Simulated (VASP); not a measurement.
Wanted: the native input for a VASP 6.6.1 run.

```yaml
Task: dielectric tensor
Functional: r2SCAN
Potentials_or_basis: VASP PAW PBE potentials, release 64 (Rb_sv, Br)
Cutoff: 520 eV
k_mesh: 6 × 6 × 6
Occupations: gaussian, width 0.01 eV
Spin: no spin polarisation
Dipole_correction: no
Further_INCAR_settings: ALGO = Normal; EDIFF = 1e-08
```

The structure of RbBr lies in POSCAR:

```
RbBr
1.0
    0.0000000000      3.4608318259      3.4608318259
    3.4608318259      0.0000000000      3.4608318259
    3.4608318259      3.4608318259      0.0000000000
Rb Br
1 1
Direct
    0.0000000000      0.0000000000      0.0000000000
    0.5000000000      0.5000000000      0.5000000000
```

These files were run (other wordings do the same):

INCAR

```
ALGO = Normal ; EDIFF = 1E-8
ENCUT = 520 ; ISIF = 2
ISMEAR = 0 ; LASPH = T
LCALCEPS = T ; LCHARG = F
LMIXTAU = T ; LREAL = F
LWAVE = F ; METAGGA = R2SCAN
NELM = 100 ; PREC = Accurate
SIGMA = 0.01
```

KPOINTS

```
k-points
0
Gamma
  6 6 6
```

Potentials or basis: VASP PAW PBE potentials, release 64 (Rb_sv, Br).

Run with:

```bash
$ cat potpaw_PBE.64/Rb_sv/POTCAR potpaw_PBE.64/Br/POTCAR > POTCAR
$ mpirun -np 1 vasp_std > vasp.out
```

It gave:

```yaml
Band_gap_on_the_k_mesh: 4.89 eV
Electronic_dielectric_tensor_diagonal: 2.40
Born_charges_mean_of_the_diagonal: Rb +1.10; Br -1.10 e
```

Wall time 25 min on 1 thread of Intel(R) Xeon(R) Platinum 8488C (Sapphire Rapids), with other jobs on the host, peak memory 0.47 GiB.
